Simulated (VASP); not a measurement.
# ScSbTe3 (Cmmm) in VASP: notebook

The runs below take ScSbTe3 through single point, relaxation of cell and atoms, with PBE.

Everything below comes from runs of VASP 6.6.1. Logs are shortened: lines on timing, memory, paths and dates and some standing lists are left out, and cuts for length are marked.

### 1 The cell of the first run

It takes space group Cmmm (No. 65, orthorhombic). The conventional cell has a = 6.138 Å, b = 12.117 Å, c = 5.479 Å, α = 90.00°, β = 90.00°, γ = 90.00°. Sc (site symmetry mmm) has 2 Sb at 2.74 Å within 3.6 Å. Within 3.6 Å of Sb (site symmetry mmm) lie 2 Sc at 2.74 Å and 6 Te at 3.07 to 3.40 Å. Te (site symmetry 2/m) has 4 Te at 3.07 to 3.40 Å and 2 Sb at 3.40 Å within 4.0 Å. Within 4.2 Å of Te (site symmetry mmm) lie 2 Sb at 3.07 Å and 4 Te at 3.40 Å and 4 Sc at 4.11 Å.

The cell was generated, and may not be a known phase.

### 2 Single point, PBE

INCAR reads:

```
SYSTEM = ScSbTe3
PREC = Accurate
ENCUT = 520
EDIFF = 1E-6
ISMEAR = 0
SIGMA = 0.1
LREAL = .FALSE.
LASPH = .TRUE.
NELM = 100
ALGO = Normal
ISIF = 2
LWAVE = .FALSE.
LCHARG = .FALSE.
GGA = PE
NBANDS = 25
```

KPOINTS reads:

```
Automatic mesh
0
G
  4 4 2
  0 0 0
```

POSCAR reads:

```
ScSbTe3
1.0
    3.0690224343     -6.0583022563      0.0000000000
    3.0690224343      6.0583022563      0.0000000000
    0.0000000000      0.0000000000      5.4785158361
Sc Sb Te
1 1 3
Direct
    0.5000000000      0.5000000000      0.5000000000
    0.5000000000      0.5000000000      0.0000000000
    0.0000000000      0.5000000000      0.0000000000
    0.5000000000      0.0000000000      0.0000000000
    0.0000000000      0.0000000000      0.0000000000
```

Potentials or basis: VASP PAW PBE potentials, release 64 (Sc_sv, Sb, Te).

The run is started by

```bash
$ cat potpaw_PBE.64/Sc_sv/POTCAR potpaw_PBE.64/Sb/POTCAR potpaw_PBE.64/Te/POTCAR > POTCAR
$ mpirun -np 1 vasp_std > vasp.out
```

OUTCAR:

```text
SYSTEM = ScSbTe3
   PREC = Accurate
   ENCUT = 520
   EDIFF = 1E-6
   ISMEAR = 0
   LREAL = .FALSE.
   LASPH = .TRUE.
   NELM = 100
   ISIF = 2
   GGA = PE

 ion  position               nearest neighbor table
   1  0.500  0.500  0.500-   2 2.74   2 2.74
   2  0.500  0.500  0.000-   1 2.74   1 2.74   5 3.07   5 3.07   4 3.40   4 3.40   3 3.40   3 3.40

   3  0.000  0.500  0.000-   4 3.07   4 3.07   5 3.40   5 3.40   2 3.40   2 3.40
   4  0.500  0.000  0.000-   3 3.07   3 3.07   5 3.40   2 3.40   5 3.40   2 3.40
   5  0.000  0.000  0.000-   2 3.07   2 3.07   4 3.40   3 3.40   4 3.40   3 3.40

  LATTYP: Found a base centered orthorhombic cell.
 ALAT       =     6.1380448686
 B/A-ratio  =     1.9740169341
 C/A-ratio  =     0.8925506335

  Lattice vectors:

 A1 = (   3.0690224343,  -6.0583022563,   0.0000000000)
 A2 = (   3.0690224343,   6.0583022563,   0.0000000000)
 A3 = (   0.0000000000,   0.0000000000,   5.4785158361)

Analysis of symmetry for initial positions (statically):
=====================================================================
 Subroutine PRICEL returns:
 Original cell was already a primitive cell.

 Routine SETGRP: Setting up the symmetry group for a
 base centered orthorhombic supercell.

 Subroutine GETGRP returns: Found  8 space group operations
 (whereof  8 operations were pure point group operations)
 out of a pool of  8 trial point group operations.

The static configuration has the point symmetry D_2h.

Analysis of symmetry for dynamics (positions and initial velocities):
=====================================================================
 Subroutine PRICEL returns:
 Original cell was already a primitive cell.

 Routine SETGRP: Setting up the symmetry group for a
 base centered orthorhombic supercell.

 Subroutine GETGRP returns: Found  8 space group operations
 (whereof  8 operations were pure point group operations)
 out of a pool of  8 trial point group operations.

The dynamic configuration has the point symmetry D_2h.

 Subroutine INISYM returns: Found  8 space group operations
 (whereof  8 operations are pure point group operations),
 and found     1 'primitive' translations

----------------------------------------------------------------------------------------

                                     Primitive cell

  volume of cell :     203.7248

  direct lattice vectors                    reciprocal lattice vectors
     3.069022434 -6.058302256  0.000000000     0.162918327 -0.082531372  0.000000000
     3.069022434  6.058302256  0.000000000     0.162918327  0.082531372  0.000000000
     0.000000000  0.000000000  5.478515836     0.000000000  0.000000000  0.182531187

  length of vectors
     6.791312460  6.791312460  5.478515836     0.182630251  0.182630251  0.182531187

  position of ions in fractional coordinates (direct lattice)
     0.500000000  0.500000000  0.500000000
     0.500000000  0.500000000  0.000000000
     0.000000000  0.500000000  0.000000000
     0.500000000  0.000000000  0.000000000
     0.000000000  0.000000000  0.000000000

  ion indices of the primitive-cell ions
   primitive index   ion index
                 1           1
                 2           2
                 3           3
                 4           4
                 5           5

----------------------------------------------------------------------------------------

 KPOINTS: Automatic mesh

Automatic generation of k-mesh.
 Grid dimensions read from file:
 generate k-points for:    4    4    2

 Generating k-lattice:

  Cartesian coordinates                     Fractional coordinates (reciprocal lattice)
     0.040729582 -0.020632843  0.000000000     0.250000000  0.000000000  0.000000000
     0.040729582  0.020632843  0.000000000     0.000000000  0.250000000  0.000000000
     0.000000000  0.000000000  0.091265594     0.000000000  0.000000000  0.500000000

  Length of vectors
     0.045657563  0.045657563  0.091265594

  Shift w.r.t. Gamma in fractional coordinates (k-lattice)
     0.000000000  0.000000000  0.000000000

 Subroutine IBZKPT returns following result:
 ===========================================

 Found     14 irreducible k-points:

 Following reciprocal coordinates:
            Coordinates               Weight
  0.000000  0.000000  0.000000      1.000000
  0.250000  0.000000  0.000000      4.000000
  0.500000  0.000000  0.000000      2.000000
  0.250000  0.250000  0.000000      2.000000
  0.500000  0.250000  0.000000      4.000000
 -0.250000  0.250000  0.000000      2.000000
  0.500000  0.500000  0.000000      1.000000
  0.000000  0.000000  0.500000      1.000000
  0.250000  0.000000  0.500000      4.000000
  0.500000  0.000000  0.500000      2.000000
  0.250000  0.250000  0.500000      2.000000
  0.500000  0.250000  0.500000      4.000000
 -0.250000  0.250000  0.500000      2.000000
  0.500000  0.500000  0.500000      1.000000
   k-points           NKPTS =     14   k-points in BZ     NKDIM =     14   number of bands    NBANDS=     25
   number of dos      NEDOS =    301   number of ions     NIONS =      5
   total plane-waves  NPLWV = 122472
   dimension x,y,z NGX =    54 NGY =   54 NGZ =   42
   dimension x,y,z NGXF=   108 NGYF=  108 NGZF=   84
   ions per type =               1   1   3
   NGX,Y,Z   is equivalent  to a cutoff of  13.22, 13.22, 12.74 a.u.
   NGXF,Y,Z  is equivalent  to a cutoff of  26.44, 26.44, 25.49 a.u.
 SYSTEM =  ScSbTe3
   PREC   = accura    normal or accurate (medium, high low for compatibility)
   ISTART =      0    job   : 0-new  1-cont  2-samecut
   ICHARG =      2    charge: 1-file 2-atom 10-const
   ISPIN  =      1    spin polarized calculation?
   LNONCOLLINEAR =      F non collinear calculations
   LSORBIT =      F    spin-orbit coupling
   LASPH  =      T    aspherical Exc in radial PAW
   ENCUT  =  520.0 eV  38.22 Ry    6.18 a.u.  12.63 12.63 10.19*2*pi/ulx,y,z
   NELM   =    100;   NELMIN=  2; NELMDL= -5     # of ELM steps
   EDIFF  = 0.1E-05   stopping-criterion for ELM
   LREAL  =      F    real-space projection
   EDIFFG = 0.1E-04   stopping-criterion for IOM
   NSW    =      0    number of steps for IOM
   IBRION =     -1    ionic relax: 0-MD 1-quasi-New 2-CG
   NFREE  =      0    steps in history (QN), initial steepest desc. (CG)
   ISIF   =      2    stress and relaxation
[... 48 lines left out ...]

 k-point     1 :       0.0000    0.0000    0.0000
  band No.  band energies     occupation
      1     -47.7239      2.00000
      2     -26.4988      2.00000
      3     -26.4860      2.00000
      4     -26.0401      2.00000
      5      -8.8948      2.00000
      6      -6.7863      2.00000
[... 17 lines left out ...]
     24       6.6569      0.00000
     25       6.7566      0.00000

 k-point     2 :       0.2500    0.0000    0.0000
  band No.  band energies     occupation
      1     -47.7239      2.00000
      2     -26.4988      2.00000
      3     -26.4860      2.00000
      4     -26.0401      2.00000
      5      -8.6150      2.00000
      6      -6.8428      2.00000
[... 17 lines left out ...]
     24       5.3870      0.00000
     25       6.0595      0.00000

 k-point     3 :       0.5000    0.0000    0.0000
  band No.  band energies     occupation
      1     -47.7239      2.00000
      2     -26.4988      2.00000
      3     -26.4860      2.00000
      4     -26.0401      2.00000
      5      -7.9741      2.00000
      6      -7.5691      2.00000
[... 17 lines left out ...]
     24       5.1790      0.00000
     25       5.8185      0.00000

 k-point     4 :       0.2500    0.2500    0.0000
  band No.  band energies     occupation
      1     -47.7239      2.00000
      2     -26.4988      2.00000
      3     -26.4860      2.00000
      4     -26.0401      2.00000
      5      -8.0391      2.00000
      6      -7.3146      2.00000
[... 17 lines left out ...]
     24       4.5130      0.00000
     25       5.7826      0.00000

 k-point     5 :       0.5000    0.2500    0.0000
  band No.  band energies     occupation
      1     -47.7239      2.00000
      2     -26.4988      2.00000
      3     -26.4860      2.00000
      4     -26.0401      2.00000
      5      -8.2169      2.00000
      6      -7.4906      2.00000
[... 17 lines left out ...]
     24       5.2229      0.00000
     25       5.5969      0.00000

 k-point     6 :      -0.2500    0.2500    0.0000
  band No.  band energies     occupation
      1     -47.7239      2.00000
      2     -26.4988      2.00000
      3     -26.4860      2.00000
      4     -26.0401      2.00000
      5      -8.6845      2.00000
      6      -7.2389      2.00000
[... 17 lines left out ...]
     24       5.4815      0.00000
     25       6.9384      0.00000

 k-point     7 :       0.5000    0.5000    0.0000
  band No.  band energies     occupation
      1     -47.7239      2.00000
      2     -26.4988      2.00000
      3     -26.4861      2.00000
      4     -26.0401      2.00000
      5      -8.2005      2.00000
      6      -7.9325      2.00000
[... 17 lines left out ...]
     24       5.5958      0.00000
     25       6.1046      0.00000

 k-point     8 :       0.0000    0.0000    0.5000
  band No.  band energies     occupation
      1     -47.7242      2.00000
      2     -26.4984      2.00000
      3     -26.4857      2.00000
      4     -26.0369      2.00000
      5      -8.8385      2.00000
      6      -6.7479      2.00000
[... 17 lines left out ...]
     24       5.9371      0.00000
     25       6.9965      0.00000

 k-point     9 :       0.2500    0.0000    0.5000
  band No.  band energies     occupation
      1     -47.7242      2.00000
      2     -26.4984      2.00000
      3     -26.4857      2.00000
      4     -26.0369      2.00000
      5      -8.5637      2.00000
      6      -6.8207      2.00000
[... 17 lines left out ...]
     24       6.2811      0.00000
     25       6.5978      0.00000

 k-point    10 :       0.5000    0.0000    0.5000
  band No.  band energies     occupation
      1     -47.7242      2.00000
      2     -26.4985      2.00000
      3     -26.4857      2.00000
      4     -26.0369      2.00000
      5      -7.9524      2.00000
      6      -7.5049      2.00000
[... 17 lines left out ...]
     24       5.3326      0.00000
     25       6.5078      0.00000

 k-point    11 :       0.2500    0.2500    0.5000
  band No.  band energies     occupation
      1     -47.7242      2.00000
      2     -26.4984      2.00000
      3     -26.4857      2.00000
      4     -26.0369      2.00000
      5      -8.0062      2.00000
      6      -7.2931      2.00000
[... 17 lines left out ...]
     24       5.4894      0.00000
     25       6.4859      0.00000

 k-point    12 :       0.5000    0.2500    0.5000
  band No.  band energies     occupation
      1     -47.7242      2.00000
      2     -26.4984      2.00000
      3     -26.4857      2.00000
      4     -26.0369      2.00000
      5      -8.1761      2.00000
      6      -7.4547      2.00000
[... 17 lines left out ...]
     24       5.6514      0.00000
     25       6.7033      0.00000

 k-point    13 :      -0.2500    0.2500    0.5000
  band No.  band energies     occupation
      1     -47.7242      2.00000
      2     -26.4984      2.00000
      3     -26.4857      2.00000
      4     -26.0369      2.00000
      5      -8.6322      2.00000
      6      -7.1904      2.00000
[... 17 lines left out ...]
     24       6.3524      0.00000
     25       6.6934      0.00000

 k-point    14 :       0.5000    0.5000    0.5000
  band No.  band energies     occupation
      1     -47.7242      2.00000
      2     -26.4984      2.00000
      3     -26.4857      2.00000
      4     -26.0369      2.00000
      5      -8.1789      2.00000
      6      -7.8489      2.00000
[... 17 lines left out ...]
     24       6.7896      0.00000
     25       7.3683      0.00000

------------------------ aborting loop because EDIFF is reached ----------------------------------------

  FORCE on cell =-STRESS in cart. coord.  units (eV):
  Direction    XX          YY          ZZ          XY          YZ          ZX
  --------------------------------------------------------------------------------------
  -------------------------------------------------------------------------------------
  Total       -0.1583204     -0.1420459     -0.0596580      0.0000000      0.0000000      0.0000000
  in kB       -1.2450980     -1.1171083     -0.4691755      0.0000000      0.0000000      0.0000000
  external PRESSURE =      -0.9437939 kB  Pullay stress =       0.0000000 kB

 VOLUME and BASIS-vectors are now :
 -----------------------------------------------------------------------------
  energy-cutoff  :      520.00
  volume of cell :      203.72
      direct lattice vectors                 reciprocal lattice vectors
     3.069022434 -6.058302256  0.000000000     0.162918327 -0.082531372  0.000000000
     3.069022434  6.058302256  0.000000000     0.162918327  0.082531372  0.000000000
     0.000000000  0.000000000  5.478515836     0.000000000  0.000000000  0.182531187

 POSITION                                       TOTAL-FORCE (eV/Angst)
 -----------------------------------------------------------------------------------
      3.06902      0.00000      2.73926        -0.000000     -0.000000      0.000000
      3.06902      0.00000      0.00000         0.000000      0.000000      0.000000
      1.53451      3.02915      0.00000         0.000000     -0.000000      0.000000
      1.53451     -3.02915      0.00000         0.000000     -0.000000      0.000000
      0.00000      0.00000      0.00000         0.000000      0.000000      0.000000
 -----------------------------------------------------------------------------------
    total drift:                                0.000000      0.000000      0.000000

  FREE ENERGIE OF THE ION-ELECTRON SYSTEM (eV)
  ---------------------------------------------------
  free  energy   TOTEN  =       -17.9229335558 eV

  energy  without entropy=      -17.9032427857  energy(sigma->0) =      -17.91308817
```

Run time: 87 s. Hardware: 1 thread of Intel Xeon 6975P-C (Granite Rapids), shared host; peak memory 0.38 GiB.

Results:

```yaml
Free_energy: -17.9229 eV
Pressure: -0.1 GPa
Band_gap_on_the_k_mesh: zero (bands 17 and 18 overlap by 1.01 eV)
```

Caveat: the k points lie up to 0.57 Å⁻¹ apart, too coarse for converged energies and pressures of a metal; spin-orbit coupling is left out, which moves the levels of the heavy elements.

### 3 Single point, PBE

This run uses another cell than the first one, of 40.35 Å³/atom.

INCAR reads:

```
SYSTEM = ScSbTe3
  ALGO = Normal
  EDIFF = 1E-6
  ENCUT = 520
  GGA = PE
  ISIF = 2
  ISMEAR = 0
  LASPH = .TRUE.
  LCHARG = .FALSE.
  LREAL = .FALSE.
  LWAVE = .FALSE.
  NBANDS = 25
  NELM = 60
  PREC = Accurate
  SIGMA = 0.1
```

KPOINTS reads:

```
k-points
0
G
  4 4 4
  0 0 0
```

POSCAR, as its differences from that of step 2:

```diff
@@ -2,5 +2,5 @@
 1.0
-    3.0690224343     -6.0583022563      0.0000000000
-    3.0690224343      6.0583022563      0.0000000000
-    0.0000000000      0.0000000000      5.4785158361
+    3.0736062152     -6.0532728118      0.0000000000
+    3.0736062152      6.0532728118      0.0000000000
+    0.0000000000      0.0000000000      5.4213277361
 Sc Sb Te
```

Potentials or basis: VASP PAW PBE potentials, release 64 (Sc_sv, Sb, Te).

The run is started by

```bash
$ cat potpaw_PBE.64/Sc_sv/POTCAR potpaw_PBE.64/Sb/POTCAR potpaw_PBE.64/Te/POTCAR > POTCAR
$ mpirun -np 1 vasp_std > vasp.out
```

It took 67 s on 1 thread of Intel Xeon 6975P-C (Granite Rapids), shared host; peak memory 0.37 GiB.

Results (log left out):

| Item | Value |
| --- | --- |
| Free energy | -18.2200 eV |
| Pressure | 0.0 GPa |
| Band gap on the k mesh | zero (bands 17 and 18 overlap by 1.06 eV) |

Levels at points of the mesh, in eV from the Fermi level:
| k point | band 15 | band 16 | band 17 | band 18 | band 19 | band 20 |
| --- | --- | --- | --- | --- | --- | --- |
| (0.00, 0.00, 0.00) | -0.10 | 0.10 | 0.12 | 0.15 | 0.41 | 0.42 |
| (0.50, 0.00, 0.00) | -1.01 | -0.92 | -0.70 | -0.37 | 0.37 | 0.51 |
| (0.50, 0.50, 0.00) | -1.44 | -0.92 | -0.48 | -0.33 | 0.30 | 0.53 |
| (0.00, 0.00, 0.50) | -0.72 | 0.01 | 0.36 | 0.76 | 0.77 | 0.95 |
| (0.50, 0.00, 0.50) | -1.56 | -1.35 | -0.83 | -0.61 | 0.37 | 0.42 |
| (0.50, 0.50, 0.50) | -1.69 | -1.35 | -1.30 | -0.69 | 0.40 | 0.42 |

Caveat: spin-orbit coupling is left out, which moves the levels of the heavy elements.

### 4 Relaxation of cell and atoms, PBE

INCAR reads:

```
SYSTEM = ScSbTe3
  PREC = Accurate
  ENCUT = 600
  EDIFF = 1E-6
  ISMEAR = 0
  SIGMA = 0.1
  LREAL = .False.
  LASPH = .True.
  NELM = 100
  ALGO = Normal
  ISIF = 3
  LWAVE = .False.
  LCHARG = .False.
  GGA = PE
  IBRION = 2
  NSW = 90
  EDIFFG = -0.04
```

KPOINTS reads:

```
Automatic mesh
0
Gamma
  4 4 4
  0 0 0
```

POSCAR, as its differences from that of step 3:

```diff
@@ -2,5 +2,5 @@
 1.0
-    3.0736062152     -6.0532728118      0.0000000000
-    3.0736062152      6.0532728118      0.0000000000
-    0.0000000000      0.0000000000      5.4213277361
+    3.0690224343     -6.0583022563      0.0000000000
+    3.0690224343      6.0583022563      0.0000000000
+    0.0000000000      0.0000000000      5.4785158361
 Sc Sb Te
```

The run is started by

```bash
$ cat potpaw_PBE.64/Sc_sv/POTCAR potpaw_PBE.64/Sb/POTCAR potpaw_PBE.64/Te/POTCAR > POTCAR
$ mpirun -np 1 vasp_std > vasp.out
```

It took 2.8 min on 1 thread of Intel Xeon 6975P-C (Granite Rapids), shared host; peak memory 0.47 GiB.

It converged, with:

* Free energy: -18.2202 eV
* Relaxed volume: 40.37 Å³/atom
* Relaxed cell: a = 6.789 Å, b = 6.789 Å, c = 5.423 Å, α = 90.00°, β = 90.00°, γ = 126.14°
* Space group after relaxing (to 0.1 Å): Cmmm (No. 65)
* Energy gained by relaxing: 1.4 meV/atom
* Ionic steps: 3
* Pressure after relaxing: 0.0 GPa
* Band gap on the k mesh: zero (bands 17 and 18 overlap by 1.06 eV)

The path:
| step | energy change (eV) | largest force (eV/Å) | pressure (GPa) | volume (Å³) |
| --- | --- | --- | --- | --- |
| 1 | 0.0000 | 0.0000 | -0.30 | 203.72 |
| 2 | -0.0066 | 0.0000 | 0.03 | 201.44 |
| 3 | -0.0070 | 0.0000 | -0.02 | 201.85 |

Final structure:
```cif
data_structure
_symmetry_space_group_name_H-M 'P 1'
_symmetry_Int_Tables_number 1
_cell_length_a 6.7889
_cell_length_b 6.7889
_cell_length_c 5.4227
_cell_angle_alpha 90.000
_cell_angle_beta 90.000
_cell_angle_gamma 126.136
_cell_volume 201.85
loop_
_atom_site_label
_atom_site_type_symbol
_atom_site_fract_x
_atom_site_fract_y
_atom_site_fract_z
_atom_site_occupancy
Sc1 Sc 0.50000 0.50000 0.50000 1
Sb1 Sb 0.50000 0.50000 0.00000 1
Te1 Te 0.00000 0.50000 0.00000 1
Te2 Te 0.50000 0.00000 0.00000 1
Te3 Te 0.00000 0.00000 0.00000 1
```

Levels at points of the mesh, in eV from the Fermi level:
| k point | band 14 | band 15 | band 16 | band 17 | band 18 | band 19 | band 20 | band 21 |
| --- | --- | --- | --- | --- | --- | --- | --- | --- |
| (0.00, 0.00, 0.00) | -0.26 | -0.11 | 0.11 | 0.12 | 0.15 | 0.41 | 0.42 | 0.62 |
| (0.50, 0.00, 0.00) | -1.34 | -1.01 | -0.92 | -0.70 | -0.37 | 0.37 | 0.51 | 0.58 |
| (0.50, 0.50, 0.00) | -1.75 | -1.44 | -0.92 | -0.48 | -0.33 | 0.30 | 0.53 | 0.56 |
| (0.00, 0.00, 0.50) | -1.44 | -0.72 | 0.02 | 0.36 | 0.76 | 0.77 | 0.95 | 1.30 |
| (0.50, 0.00, 0.50) | -1.60 | -1.56 | -1.35 | -0.83 | -0.61 | 0.37 | 0.42 | 0.43 |
| (0.50, 0.50, 0.50) | -1.73 | -1.68 | -1.35 | -1.30 | -0.69 | 0.40 | 0.42 | 0.74 |

Caveat: spin-orbit coupling is left out, which moves the levels of the heavy elements.

### 5 Summary

```tsv
task	cell	k mesh	cutoff (eV)	gap on the mesh (eV)	pressure (GPa)
single point	a = 6.791, b = 6.791, c = 5.479 Å, angles 90.0, 90.0, 126.3°, 5 atoms	4 × 4 × 2	520	none	-0.1
single point	a = 6.789, b = 6.789, c = 5.421 Å, angles 90.0, 90.0, 126.2°, 5 atoms	4 × 4 × 4	520	none	0.0
relaxation of cell and atoms	relaxed from a = 6.791, b = 6.791, c = 5.479 Å, angles 90.0, 90.0, 126.3°, 5 atoms	4 × 4 × 4	600	none	0.0
```

Alike in all rows: level PBE; potentials or basis VASP PAW PBE potentials, release 64 (Sc_sv, Sb, Te); no spin polarisation; smearing gaussian 0.1 eV.

Caveats: some runs use coarse meshes; spin-orbit coupling is left out, which moves the levels of the heavy elements.

Absolute energies hang on the potentials; compare differences alone.
